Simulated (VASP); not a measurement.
Write the native input for VASP 6.6.1 that does the following.

| Quantity | Value |
| --- | --- |
| Task | single point |
| Functional | PBE |
| Dispersion | D3(BJ) |
| Potentials or basis | VASP PAW PBE potentials, release 64 (O, H, S) |
| Cutoff | 520 eV |
| k mesh | 1 × 1 × 1 |
| Occupations | fermi-dirac, width 0.02 eV |
| Spin | no spin polarisation |
| Dipole correction | no |
| Further INCAR settings | ALGO = Normal; EDIFF = 1e-06; NBANDS = 38 |

The structure of H8SO6 lies in POSCAR:

```
H8SO6
1.0
    6.3180300000      0.0000000000      0.0000000000
    0.0000000000      6.3180300000      0.0000000000
    0.0000000000      0.0000000000      6.3180300000
O H S
6 8 1
Direct
    0.4580858274      1.3195727149      0.9590647718
    0.1260202943      0.7502813377      0.7206835042
    0.8178182123      0.5656035188      0.3139744509
    0.4255915214      0.3456773710      0.5088453205
    0.0037195138      0.0541624525      1.3911140023
    0.2497613971     -0.1474510251      1.2026533587
    0.4188014302      1.3251757272      0.8094770047
    0.5438245782      1.4473657137      1.0197165889
    0.0825257240      0.8330761329      0.8420504493
    0.0408196859      0.8216801756      0.5989366939
    0.9599511240      0.6541437758      0.3115211545
    0.6847387556      0.6134665394      0.3626763406
    0.4257814540      0.5022293341      0.5457713876
    0.5248629715      0.3634202433      0.3916410653
    0.1830633916      0.0671253539      1.2347203163
```

One way to write it, as run:

INCAR

```
PREC = Accurate ; ENCUT = 520
EDIFF = 1E-6 ; ISMEAR = -1
SIGMA = 0.02 ; LREAL = F
LASPH = T ; NELM = 120
ALGO = Normal ; ISIF = 2
LWAVE = F ; LCHARG = F
GGA = PE ; IVDW = 12
NBANDS = 38 ; GGA_COMPAT = F
```

KPOINTS

```
regular mesh
0
Gamma
  1 1 1
```

Potentials or basis: VASP PAW PBE potentials, release 64 (O, H, S).

Command:

```sh
$ cat potpaw_PBE.64/O/POTCAR potpaw_PBE.64/H/POTCAR potpaw_PBE.64/S/POTCAR > POTCAR
$ mpirun -np 1 vasp_gam > vasp.out
```

Results of the run:

* Pressure: -2.1 GPa
* Largest force: 3.911 eV/Å
* Dispersion energy per atom: -0.032 eV

Caveat: the k points lie up to 0.99 Å⁻¹ apart; the atoms stand as in a frame of molecular dynamics.

It took 13 s on 1 thread of Intel(R) Xeon(R) 6975P-C (Granite Rapids), on a shared host, peak memory 0.3 GiB.
